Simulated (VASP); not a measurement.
PbS (Galena):

```
Pb S
1.0
     0.00000    2.96793    2.96793
     2.96793    0.00000    2.96793
     2.96793    2.96793    0.00000
Pb S
1 1
Direct
  0.00000 0.00000 0.00000
  0.50000 0.50000 0.50000
```

| Quantity | Value |
| --- | --- |
| Program | VASP 6.6.1 |
| Task | relaxation of cell and atoms |
| Functional | PBE |
| Potentials or basis | VASP PAW PBE potentials, release 64 (Pb_d, S) |
| Cutoff | 500 eV |
| k mesh | 10 × 10 × 10 |
| Occupations | gaussian, width 0.02 eV |
| Spin | no spin polarisation |

At the start: pressure 2.0 GPa; volume 26.14 Å³/atom.

**Question.** Where does the relaxation end?

**Answer.** Over 3 steps the energy falls by 5.8 meV/atom and the volume is 27.09 Å³/atom (+3.6 %); space group Fm-3m (No. 225, to 0.05 Å).

The path:
```
step  energy change (eV)  largest force (eV/Å)  pressure (GPa)  volume (Å³)
   1              0.0000                0.0000            2.03        52.29
   2             -0.0103                0.0000           -0.62        54.83
   3             -0.0116                0.0000            0.01        54.17
```

Final structure:
```
Pb S
1.0
     0.00000    3.00323    3.00323
     3.00323    0.00000    3.00323
     3.00323    3.00323    0.00000
Pb S
1 1
Direct
  0.00000 0.00000 0.00000
  0.50000 0.50000 0.50000
```
